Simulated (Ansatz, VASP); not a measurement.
Two plane-wave programs on KZnF3

Contents of INCAR:

```
ALGO = Normal
EDIFF = 1E-7
ENCUT = 520
ISIF = 2
ISMEAR = 0
LASPH = T
LCHARG = F
LREAL = F
LWAVE = F
NBANDS = 29
NELM = 60
PREC = Accurate
SIGMA = 0.05
```

Contents of KPOINTS:

```
k-points
0
Gamma
  6 6 6
```

Contents of POSCAR:

```
KZnF3
1.0
    4.3997043004      0.0000000000      0.0000000000
    0.0000000000      4.3997043004      0.0000000000
    0.0000000000      0.0000000000      3.4317693543
K Zn F
1 1 3
Direct
    0.0000000000      0.0000000000      0.0000000000
    0.5000000000      0.5000000000      0.5000000000
    0.5000000000      0.5000000000      0.0000000000
    0.0000000000      0.5000000000      0.5000000000
    0.5000000000      0.0000000000      0.5000000000
```

Input for Ansatz:

```yaml
crystal:
  lattice:
    - [4.3997043004, 0.0, 0.0]
    - [0.0, 4.3997043004, 0.0]
    - [0.0, 0.0, 3.4317693543]
  atoms:
    - { symbol: K, position: [0.0, 0.0, 0.0] }
    - { symbol: Zn, position: [0.5, 0.5, 0.5] }
    - { symbol: F, position: [0.5, 0.5, 0.0] }
    - { symbol: F, position: [0.0, 0.5, 0.5] }
    - { symbol: F, position: [0.5, 0.0, 0.5] }
basis:
  ecutwfc: 420
kpoints:
  mp_grid: { grid: [6, 6, 6] }
hamiltonian:
  xc: lda
scf:
  occupations: { method: gaussian, width: 0.05 }
output:
  forces: true
  stress: true
  eigenvalues: true
```

Alike in both runs: task single point; functional LDA; k mesh 6 × 6 × 6; occupations gaussian, width 0.05 eV; no spin polarisation.

```csv
,VASP,Ansatz
version,VASP 6.6.1,Ansatz 0.2.0
potentials or method,"VASP PAW LDA potentials, release 64 (K_sv, Zn, F), cutoff 520 eV","scalar-relativistic, plane waves, PAW"
valence electrons in the cell,42,42
```

|  | VASP | Ansatz | Ansatz less VASP |
| --- | --- | --- | --- |
| gap on the k mesh at the Fermi level (eV) | 3.35 | 3.38 | +0.031 |
| least direct gap on the mesh (eV) | 5.23 | 5.25 | +0.017 |
| pressure (GPa) | 3.6 | 2.9 | -0.69 |
| traceless stress, the component that is largest in VASP (GPa) | 22.82 | 21.81 | -1.014 |

LDA's correlation is that of Perdew and Zunger in VASP and of Perdew and Wang (1992) in Ansatz.
